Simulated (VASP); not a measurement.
# Mg3Cd5O8 (P1) in VASP: single point with PBEsol

Aim: the single point of Mg3Cd5O8 with PBEsol.

Program: VASP 6.6.1. These are calculated values, not measurements. Logs are shortened: lines on timing, memory, paths and dates and some standing lists are left out, and cuts for length are marked.

### 1 The cell of the first run

The typed cell holds 128 atoms: a = 12.838 Å, b = 12.838 Å, c = 12.838 Å, α = 60.00°, β = 60.00°, γ = 60.00°.

### 2 Single point, PBEsol

INCAR reads:

```
SYSTEM = Mg3Cd5O8
ALGO = Normal
EDIFF = 1E-6
ENCUT = 700
GGA = PS
GGA_COMPAT = .FALSE.
ISIF = 2
ISMEAR = -1
ISYM = -1
KPAR = 1
LASPH = .TRUE.
LCHARG = .FALSE.
LREAL = Auto
LWAVE = .FALSE.
NBANDS = 526
NELM = 120
PREC = Accurate
SIGMA = 0.05
```

KPOINTS reads:

```
explicit points
1
Reciprocal
  0.50000000   0.50000000   0.50000000 1
```

POSCAR reads:

```
Mg3Cd5O8
1.0
    0.0000000000      9.0777411316      9.0777411316
    9.0777411316      0.0000000000      9.0777411316
    9.0777411316      9.0777411316      0.0000000000
O Cd Mg
64 40 24
Direct
    0.3723480000      0.1240720000      0.1273010000
    0.8905510000      0.1230360000      0.1267270000
    0.1267260000      0.3876570000      0.3620530000
    0.3649540000      0.6216640000      0.1438070000
    0.3727220000      0.1246540000      0.6241190000
    0.6105800000      0.3934290000      0.3760100000
[... 120 lines left out ...]
    0.7562980000      0.9966300000      0.5001360000
    0.2509980000      0.5047280000      0.4945340000
```

Potentials or basis: VASP PAW PBE potentials, release 64 (O, Cd, Mg).

Started as:

```console
> cat potpaw_PBE.64/O/POTCAR potpaw_PBE.64/Cd/POTCAR potpaw_PBE.64/Mg/POTCAR > POTCAR
> mpirun -np 4 vasp_std > vasp.out
```

OUTCAR:

```text
SYSTEM = Mg3Cd5O8
   EDIFF = 1E-6
   ENCUT = 700
   GGA = PS
   ISIF = 2
   ISMEAR = -1
   ISYM = -1
   LASPH = .TRUE.
   LREAL = Auto
   NELM = 120
   PREC = Accurate

 ion  position               nearest neighbor table
   1  0.372  0.124  0.127- 114 2.19 107 2.19 105 2.19 115 2.21 122 2.23 123 2.24
   2  0.891  0.123  0.127- 121 2.14 113 2.19  65 2.27  69 2.31  81 2.40  73 2.42
   3  0.127  0.388  0.362- 116 2.13 125 2.13 108 2.26  75 2.30 107 2.34  82 2.34
   4  0.365  0.622  0.144- 118 2.16 125 2.17 109 2.18  74 2.34  83 2.36  67 2.38
   5  0.373  0.125  0.624-  84 2.31  75 2.31  70 2.31  85 2.32  77 2.33  68 2.33
   6  0.611  0.393  0.376- 110 2.13 118 2.18  86 2.28  85 2.29  78 2.40  69 2.42
[... 145 lines left out ...]
                           116 3.15 128 3.17  75 3.18  88 3.19  80 3.22  79 3.24  99 3.25  82 3.25
 109  0.249  0.749  0.256-  21 2.13  23 2.16   4 2.18   9 2.22  37 2.27  38 2.30 119 3.08  88 3.09
                           128 3.10 118 3.13 100 3.15 113 3.17 122 3.19  83 3.20  98 3.20 125 3.22
 110  0.494  0.506  0.498-  11 2.10   6 2.13  40 2.17  26 2.20  23 2.26  41 2.31 119 3.12 126 3.12
                           100 3.13 118 3.15 128 3.16  89 3.19 120 3.20  85 3.21  86 3.24 101 3.25
 111  0.747  0.750  0.251-  12 2.11  42 2.15   7 2.15  41 2.21  24 2.28  27 2.34  86 3.15  76 3.15
                            80 3.16 126 3.16  81 3.19 102 3.19 124 3.20  92 3.20 100 3.21 115 3.21
 112  0.756  0.750  0.741-  31 2.11  32 2.13  47 2.16  48 2.18  14 2.24  16 2.50 127 3.13 103 3.17
                            88 3.19  80 3.19 104 3.21  79 3.21  90 3.22  87 3.23  77 3.25  97 3.26
 113  0.005  0.999  0.253-  21 2.14  20 2.15  61 2.17   2 2.19  49 2.23   9 2.24 106 3.11  93 3.14
                           122 3.14  88 3.14  91 3.16 109 3.17 121 3.17 127 3.19  98 3.23  69 3.23
 114  0.251  0.245  0.008-  25 2.15  10 2.16   1 2.19  17 2.23  49 2.23  59 2.30 107 3.08 123 3.12
                           105 3.12 122 3.13  93 3.16  91 3.17 121 3.18  94 3.21  66 3.24 101 3.26
 115  0.495  0.999  0.249-  24 2.13  18 2.17  12 2.20   1 2.21  50 2.23  58 2.23 105 3.08 122 3.11
                           107 3.15  95 3.17 100 3.17 123 3.18 126 3.19 111 3.21  68 3.22  92 3.22
 116  0.004  0.501  0.250-   3 2.13  51 2.13  27 2.16  56 2.19   7 2.20  17 2.30 125 3.14 108 3.15
                            94 3.17 124 3.18  66 3.18  82 3.18  98 3.19 107 3.23 102 3.23 111 3.25
 117  0.999  0.997  0.751-  64 2.12  52 2.15   8 2.16  28 2.18  15 2.19  29 2.33  87 3.16 103 3.18
                            84 3.19  72 3.20 124 3.21  92 3.22  71 3.23 106 3.23  95 3.24  65 3.26
 118  0.492  0.504  0.255-  53 2.12  54 2.16   4 2.16   6 2.18  19 2.21  23 2.21 128 3.08 109 3.13
                           110 3.15  85 3.15 100 3.16 125 3.17  83 3.19  96 3.23  67 3.23  86 3.28
 119  0.253  0.751  0.493-  57 2.16   9 2.20  23 2.20  58 2.21  11 2.23  29 2.24 109 3.08 100 3.10
                           110 3.12 122 3.15 126 3.15 106 3.16  88 3.17 128 3.17  95 3.18  72 3.18
 120  0.499  0.500  0.748-  60 2.14  30 2.14  26 2.16  13 2.19  59 2.28  11 2.33  89 3.14  72 3.20
                           110 3.20 101 3.20 102 3.21  90 3.21  71 3.21 126 3.22 104 3.23  94 3.24
 121  0.004  0.245  0.005-   2 2.14  39 2.15  36 2.16  10 2.17  62 2.19  49 2.23  91 3.15  93 3.16
                           113 3.17 114 3.18  70 3.22  69 3.23  65 3.23  66 3.24  99 3.26  79 3.27
 122  0.251  1.000  0.251-  38 2.12  33 2.13   9 2.14   1 2.23  58 2.24  49 2.24 115 3.11 114 3.13
                           105 3.13 113 3.14 106 3.15 119 3.15  95 3.16 107 3.16  91 3.17  93 3.18
 123  0.494  0.249  0.003-  43 2.15  59 2.15  50 2.18  13 2.21   1 2.24  34 2.26 107 3.10 114 3.12
                           105 3.13  94 3.17 115 3.18  92 3.23 101 3.23  67 3.24  96 3.25  73 3.25
 124  0.998  0.750  0.003-   7 2.15  15 2.15  64 2.15  42 2.16  45 2.16  51 2.27  76 3.17  74 3.18
                           116 3.18  66 3.19  65 3.19 111 3.20  92 3.21 117 3.21  94 3.24  98 3.24
 125  0.248  0.500  0.253-   3 2.13  37 2.14  53 2.14   4 2.17  51 2.27  34 2.30 108 3.11  75 3.12
                           116 3.14 128 3.14  74 3.16 118 3.17  98 3.18  67 3.19  96 3.20 109 3.22
 126  0.499  0.748  0.495-  41 2.11  11 2.14  46 2.16  12 2.17  60 2.18  58 2.24 100 3.12 110 3.12
                           119 3.15 111 3.16 115 3.19 102 3.19  72 3.19  95 3.20  68 3.22 120 3.22
 127  0.756  0.997  0.500-  48 2.11  61 2.13  20 2.14  31 2.14  55 2.18  35 2.18 112 3.13 106 3.17
                            88 3.18 113 3.19  69 3.19  87 3.22  78 3.23  80 3.24  77 3.25  68 3.26
 128  0.251  0.505  0.495-  23 2.12  37 2.13  53 2.15  57 2.16  22 2.16  40 2.16 118 3.08 109 3.10
                           125 3.14  88 3.16 110 3.16 119 3.17 108 3.17  85 3.19  79 3.21  75 3.24

IMPORTANT INFORMATION: All symmetrisations will be switched off!
NOSYMM: (Re-)initialisation of all symmetry stuff for point group C_1.

----------------------------------------------------------------------------------------

                                     Primitive cell

  volume of cell :    1496.1095

  direct lattice vectors                    reciprocal lattice vectors
     0.000000000  9.077741132  9.077741132    -0.055079782  0.055079782  0.055079782
     9.077741132  0.000000000  9.077741132     0.055079782 -0.055079782  0.055079782
     9.077741132  9.077741132  0.000000000     0.055079782  0.055079782 -0.055079782

  length of vectors
    12.837864624 12.837864624 12.837864624     0.095400980  0.095400980  0.095400980

  position of ions in fractional coordinates (direct lattice)
     0.372348000  0.124072000  0.127301000
     0.890551000  0.123036000  0.126727000
     0.126726000  0.387657000  0.362053000
     0.364954000  0.621664000  0.143807000
     0.372722000  0.124654000  0.624119000
     0.610580000  0.393429000  0.376010000
[... 120 lines left out ...]
     0.756298000  0.996630000  0.500136000
     0.250998000  0.504728000  0.494534000

  ion indices of the primitive-cell ions
   primitive index   ion index
                 1           1
                 2           2
                 3           3
                 4           4
                 5           5
                 6           6
[... 67 lines left out ...]
                74          74
                75          75
   k-points           NKPTS =      1   k-points in BZ     NKDIM =      1   number of bands    NBANDS=    528
   number of dos      NEDOS =    301   number of ions     NIONS =    128
   total plane-waves  NPLWV = ******
   dimension x,y,z NGX =   112 NGY =  112 NGZ =  112
   dimension x,y,z NGXF=   224 NGYF=  224 NGZF=  224
   ions per type =              64  40  24
   NGX,Y,Z   is equivalent  to a cutoff of  14.50, 14.50, 14.50 a.u.
   NGXF,Y,Z  is equivalent  to a cutoff of  29.01, 29.01, 29.01 a.u.
 SYSTEM =  Mg3Cd5O8
   PREC   = accura    normal or accurate (medium, high low for compatibility)
   ISTART =      0    job   : 0-new  1-cont  2-samecut
   ICHARG =      2    charge: 1-file 2-atom 10-const
   ISPIN  =      1    spin polarized calculation?
   LNONCOLLINEAR =      F non collinear calculations
   LSORBIT =      F    spin-orbit coupling
   LASPH  =      T    aspherical Exc in radial PAW
   ENCUT  =  700.0 eV  51.45 Ry    7.17 a.u.  27.69 27.69 27.69*2*pi/ulx,y,z
   NELM   =    120;   NELMIN=  2; NELMDL= -5     # of ELM steps
   EDIFF  = 0.1E-05   stopping-criterion for ELM
   LREAL  =      T    real-space projection
   EDIFFG = 0.1E-04   stopping-criterion for IOM
   NSW    =      0    number of steps for IOM
   IBRION =     -1    ionic relax: 0-MD 1-quasi-New 2-CG
   NFREE  =      0    steps in history (QN), initial steepest desc. (CG)
   ISIF   =      2    stress and relaxation
   ISYM   =     -1    0-nonsym 1-usesym 2-fastsym
   POTIM  = 0.5000    time-step for ionic-motion
   TEBEG  =    0.0;   TEEND  =   0.0 temperature during run
   PSTRESS=    0.0 pullay stress
   NELECT =     912.0000    total number of electrons
   NUPDOWN=      -1.0000    fix difference up-down
   EMIN   =  10.00;   EMAX   =-10.00  energy-range for DOS
   EFERMI =   0.00;   METHOD = LEGACY
   ISMEAR =    -1;   SIGMA  =   0.05  broadening in eV -4-tet -1-fermi 0-gaus
   EFERMI_NEDOS =   21; number of points for ismear=-14 and -15
   IALGO  =     38    algorithm
   IMIX   =      4    mixing-type and parameters
     AMIX     =   0.40;   BMIX     =  1.00
     AMIX_MAG =   1.60;   BMIX_MAG =  1.00
  volume/ion in A,a.u.               =      11.69        78.88
  Fermi-wavevector in a.u.,A,eV,Ry     =   1.388093  2.623116 26.215746  1.926803
  Thomas-Fermi vector in A             =   2.512252
   LORBIT       =      0    0 simple, 1 ext, 2 COOP (PROOUT), +10 PAW based schemes
   GGA     = PS    functional components
   LHFCALC =     F    Hartree Fock is set to
   AEXX    =    0.0000 exact exchange contribution
   IVDW    =     0    specifies the selected vdW correction
   LEPSILON=     F    determine dielectric tensor
   LRPA    =     F    only Hartree local field effects (RPA)
 non-spin polarized calculation
  energy-cutoff  :      700.00
  volume of cell :     1496.11
 maximum number of plane-waves:     62926
 NGX is ok and might be reduce to   112
   NGX = 55   NGY = 55   NGZ = 55

 number of electron     912.0000009 magnetization

 Free energy of the ion-electron system (eV)
  ---------------------------------------------------
  ext. energy  EPLUGINS =         0.00000000
  ---------------------------------------------------
  free energy    TOTEN  =      -632.26633677 eV

  energy without entropy =     -632.26633466  energy(sigma->0) =     -632.26633571

 E-fermi :   3.3199     XC(G=0): -11.7244

 val. band max:        2.5750975925   @ k =   0.5000   0.5000   0.5000
 cond. band min:       4.0322313689   @ k =   0.5000   0.5000   0.5000
 fundamental gap:      1.4571337763
 Fermi energy:         3.3199442580

 k-point     1 :       0.5000    0.5000    0.5000
  band No.  band energies     occupation
      1     -14.9414      2.00000
      2     -14.8937      2.00000
      3     -14.7069      2.00000
      4     -14.6737      2.00000
      5     -14.6534      2.00000
      6     -14.6517      2.00000
[... 460 lines left out ...]
    467       6.4157      0.00000
    468       6.4860      0.00000
 [bands above 468 left out]

------------------------ aborting loop because EDIFF is reached ----------------------------------------

  FORCE on cell =-STRESS in cart. coord.  units (eV):
  Direction    XX          YY          ZZ          XY          YZ          ZX
  --------------------------------------------------------------------------------------
  -------------------------------------------------------------------------------------
  Total        8.7203875      8.0780140      7.8936385     -1.6284550     -1.5143103     -1.8346030
  in kB        9.3386261      8.6507111      8.4532641     -1.7439056     -1.6216685     -1.9646686
  external PRESSURE =       8.8142004 kB  Pullay stress =       0.0000000 kB

 VOLUME and BASIS-vectors are now :
 -----------------------------------------------------------------------------
  energy-cutoff  :      700.00
  volume of cell :     1496.11
      direct lattice vectors                 reciprocal lattice vectors
     0.000000000  9.077741132  9.077741132    -0.055079782  0.055079782  0.055079782
     9.077741132  0.000000000  9.077741132     0.055079782 -0.055079782  0.055079782
     9.077741132  9.077741132  0.000000000     0.055079782  0.055079782 -0.055079782

 POSITION                                       TOTAL-FORCE (eV/Angst)
 -----------------------------------------------------------------------------------
      2.28190      4.53568      4.50637         0.001456     -0.000634     -0.004911
      2.26728      9.23459      9.20108         0.013322      0.054609      0.058361
      6.80567      4.43701      4.66944         0.001928     -0.075508      0.064009
      6.94875      4.61840      8.95626         0.054899      0.065422     -0.058683
      6.79717      9.04906      4.51505        -0.008852      0.002466     -0.002399
      6.98477      8.95601      9.11413         0.059116     -0.056871     -0.000553
[... 120 lines left out ...]
     13.58725     11.40558     15.91263        -0.001662      0.006968      0.000295
      9.07104      6.76775      6.86028        -0.003243     -0.005481      0.007726
 -----------------------------------------------------------------------------------
    total drift:                               -0.009766      0.019227     -0.001812

  FREE ENERGIE OF THE ION-ELECTRON SYSTEM (eV)
  ---------------------------------------------------
  free  energy   TOTEN  =      -632.2663367676 eV

  energy  without entropy=     -632.2663346605  energy(sigma->0) =     -632.26633571
```

Wall time 30 min (4 MPI ranks of Intel Xeon Platinum 8259CL at 2.50GHz (Skylake/Cascade Lake), shared host); peak memory 1.1 GiB.

What came out:

```
Free energy            : -632.2663 eV
Pressure               : 0.9 GPa
Largest force          : 0.111 eV/Å
Band gap on the k mesh : 1.46 eV
```

Forces on the atoms (eV/Å):
```
O    0.001 -0.001 -0.005
O    0.013  0.055  0.058
O    0.002 -0.076  0.064
O    0.055  0.065 -0.059
O   -0.009  0.002 -0.002
O    0.059 -0.057 -0.001
O    0.057  0.060  0.065
O   -0.061  0.060  0.009
O    0.002  0.004  0.057
O    0.005  0.055 -0.060
O   -0.062 -0.006  0.061
O   -0.062 -0.056 -0.055
O    0.008 -0.058 -0.058
O   -0.003  0.007  0.007
O   -0.014 -0.061 -0.064
O    0.021 -0.002 -0.011
O   -0.001  0.063 -0.005
O   -0.060 -0.056 -0.009
O    0.063  0.015  0.011
O   -0.062  0.057 -0.062
O    0.056  0.063  0.011
O   -0.008 -0.055  0.061
O    0.000 -0.001 -0.065
O    0.067 -0.005 -0.009
O    0.057  0.058 -0.008
O    0.058 -0.065  0.012
O   -0.076  0.002 -0.007
O   -0.066  0.016  0.006
O   -0.004 -0.065  0.016
O   -0.060 -0.011  0.003
O    0.008  0.058  0.060
O    0.008 -0.060 -0.011
O   -0.065  0.003  0.003
O   -0.001  0.000 -0.064
O    0.006  0.063  0.000
O   -0.058  0.000 -0.001
O   -0.065  0.066 -0.006
O    0.063  0.000  0.006
O    0.059  0.005 -0.003
O    0.000 -0.062  0.064
O    0.069  0.000  0.003
O   -0.075  0.001 -0.065
O    0.058 -0.005 -0.061
O   -0.017 -0.009  0.061
O    0.069 -0.003  0.012
O   -0.058 -0.004 -0.011
O    0.020  0.007  0.062
O    0.001 -0.073 -0.008
O   -0.002  0.001 -0.003
O    0.002 -0.063 -0.070
O    0.005 -0.003 -0.084
O   -0.004 -0.014 -0.061
O    0.066 -0.060  0.066
O    0.001  0.004 -0.064
O   -0.067 -0.004 -0.010
O   -0.001  0.000  0.068
O   -0.061  0.002  0.061
O    0.000  0.001  0.000
O    0.000  0.068 -0.001
O   -0.002 -0.060 -0.060
O    0.069  0.002  0.060
O    0.003  0.064  0.013
O    0.004  0.010  0.010
O   -0.006  0.069  0.066
Cd  -0.005  0.011 -0.016
Cd   0.022 -0.012 -0.004
Cd   0.013  0.001  0.014
Cd  -0.004  0.001  0.008
Cd   0.024  0.013 -0.004
Cd  -0.005  0.000  0.012
Cd  -0.017 -0.022  0.008
Cd  -0.005 -0.013  0.000
Cd   0.005  0.003 -0.013
Cd  -0.001 -0.004 -0.004
Cd  -0.019 -0.005 -0.012
Cd   0.005  0.028 -0.005
Cd   0.012 -0.010 -0.006
Cd   0.004 -0.003  0.025
Cd   0.005  0.022  0.005
Cd  -0.007 -0.020 -0.004
Cd  -0.010 -0.023  0.000
Cd  -0.010  0.004  0.012
Cd   0.007 -0.010 -0.017
Cd  -0.003  0.004 -0.012
Cd  -0.005 -0.010 -0.005
Cd  -0.011  0.001  0.019
Cd   0.015  0.011  0.004
Cd  -0.013 -0.001  0.013
Cd   0.022  0.014 -0.002
Cd   0.002  0.004 -0.022
Cd  -0.018 -0.008  0.001
Cd  -0.002  0.006  0.003
Cd   0.008 -0.012 -0.022
Cd   0.004 -0.007  0.006
Cd   0.014  0.007 -0.002
Cd   0.015  0.030  0.002
Cd  -0.002  0.002  0.001
Cd   0.010  0.004  0.000
Cd  -0.003  0.001  0.018
Cd  -0.012  0.007 -0.011
Cd  -0.024 -0.025  0.003
Cd  -0.007  0.007 -0.007
Cd  -0.013 -0.003 -0.002
Cd   0.012  0.000  0.020
Mg   0.006 -0.001  0.003
Mg  -0.003  0.000 -0.001
Mg  -0.009 -0.004  0.006
Mg   0.001  0.002  0.004
Mg   0.002  0.004 -0.001
Mg   0.007 -0.004 -0.003
Mg   0.002 -0.001  0.003
Mg  -0.011 -0.003  0.003
Mg   0.001  0.002  0.002
Mg  -0.002  0.007 -0.004
Mg  -0.004 -0.007 -0.004
Mg   0.004  0.006  0.007
Mg   0.005 -0.001 -0.004
Mg   0.005 -0.003 -0.005
Mg  -0.005 -0.003  0.002
Mg   0.001  0.003  0.004
Mg  -0.001  0.003 -0.002
Mg   0.000 -0.001 -0.001
Mg  -0.002 -0.003 -0.006
Mg   0.002 -0.004  0.001
Mg   0.006  0.004 -0.003
Mg  -0.006 -0.001 -0.003
Mg  -0.002  0.007  0.000
Mg  -0.003 -0.005  0.008
```

Levels at points of the mesh, in eV from the valence-band top:
| k point | band 452 | band 453 | band 454 | band 455 | band 456 | band 457 | band 458 | band 459 | band 460 | band 461 |
| --- | --- | --- | --- | --- | --- | --- | --- | --- | --- | --- |
| (0.50, 0.50, 0.50) | -0.12 | -0.09 | -0.07 | -0.05 | 0.00 | 1.46 | 1.67 | 2.82 | 2.97 | 3.03 |

Caveat: the PAW data sets were made with another functional, which shifts forces and pressure a little; a shifted mesh leaves out Γ, where band edges can lie.
